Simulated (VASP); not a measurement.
## SiO2: single point with PBEsol

Crystal: SiO2.

```xyz
6
Lattice="-2.3740 2.3740 3.7814 2.3740 -2.3740 3.7814 2.3740 2.3740 -3.7814" Properties=species:S:1:pos:R:3 pbc="T T T"
Si    0.0000    0.0000    0.0000
Si    0.0000    2.3740    1.8907
O     1.1870    2.9599    2.8361
O     0.5858    1.1870    0.9454
O    -1.1870    1.7882    2.8361
O    -0.5858    3.5611    0.9454
```

This cell differs from its parent crystal: zz strain of +1 %.

| Property | Result |
| --- | --- |
| Program | VASP 6.6.1 |
| Task | single point |
| Functional | PBEsol |
| Potentials or basis | VASP PAW PBE potentials, release 64 (Si, O) |
| Cutoff | 520 eV |
| k mesh | 7 × 7 × 7 |
| Occupations | fermi-dirac, width 0.03 eV |
| Spin | no spin polarisation |

The pressure is -0.1 GPa and the largest force is 0.088 eV/Å. The band gap on the k mesh is 5.89 eV, direct.

Forces in eV/Å, atoms in the order of the input:
```
Si   0.000  0.000  0.000
Si   0.000  0.000  0.000
O    0.000 -0.088  0.000
O   -0.088  0.000  0.000
O    0.000  0.088  0.000
O    0.088  0.000  0.000
```

Stress tensor (GPa, compression positive):
```
 0.76  0.00  0.00
 0.00  0.76  0.00
 0.00  0.00 -1.81
```

Levels at points of the mesh, in eV from the valence-band top:
```csv
k point,band 13,band 14,band 15,band 16,band 17,band 18,band 19,band 20
"(0.00, 0.00, 0.00)",-1.34,-1.05,0.00,0.00,5.89,8.51,11.06,11.06
```

Run time: 2.7 min on 1 thread of AMD EPYC 7R13 (shared host), peak memory 0.23 GiB.

Caveat: the cell differs from its parent crystal (zz strain of +1 %); the PAW data sets were made with another functional, which shifts forces and pressure a little. A k mesh can miss the band edges.
